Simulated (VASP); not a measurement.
A run of VASP 6.6.1:

Contents of INCAR:

```
SYSTEM = Br
PREC = Accurate ; ENCUT = 520
EDIFF = 1E-6 ; ISMEAR = 0
SIGMA = 0.02 ; LREAL = .False.
LASPH = .True. ; NELM = 80
ALGO = Normal ; ISIF = 2
LWAVE = .False. ; LCHARG = .False.
GGA = PE ; IVDW = 12
NBANDS = 38
```

KPOINTS

```
regular mesh
0
Gamma
  4 8 4
  0 0 0
```

POSCAR

```
Br
1.0
    6.9880430143      0.0000000000      0.0000000000
    0.0000000000      4.1514961186      0.0000000000
    0.0000000000      0.0000000000      8.5728381361
Br
8
Direct
    0.5000000000      0.3490223922      0.1191043514
    0.5000000000      0.8490223922      0.3808956486
    0.5000000000      0.6509776078      0.8808956486
    0.5000000000      0.1509776078      0.6191043514
    0.0000000000      0.8490223922      0.1191043514
    0.0000000000      0.3490223922      0.3808956486
    0.0000000000      0.1509776078      0.8808956486
    0.0000000000      0.6509776078      0.6191043514
```

Potentials or basis: VASP PAW PBE potentials, release 64 (Br).

Command:

```console
$ cat potpaw_PBE.64/Br/POTCAR > POTCAR
$ mpirun -np 1 vasp_std > vasp.out
```

Hardware: 1 thread of Intel Xeon 8259CL, on a shared host.

Question: How long does it take, and how much memory?

Answer: It took 10 min on 1 thread of Intel Xeon 8259CL (shared host), peak memory 0.49 GiB. Counts: scf iterations 12, k points 45.
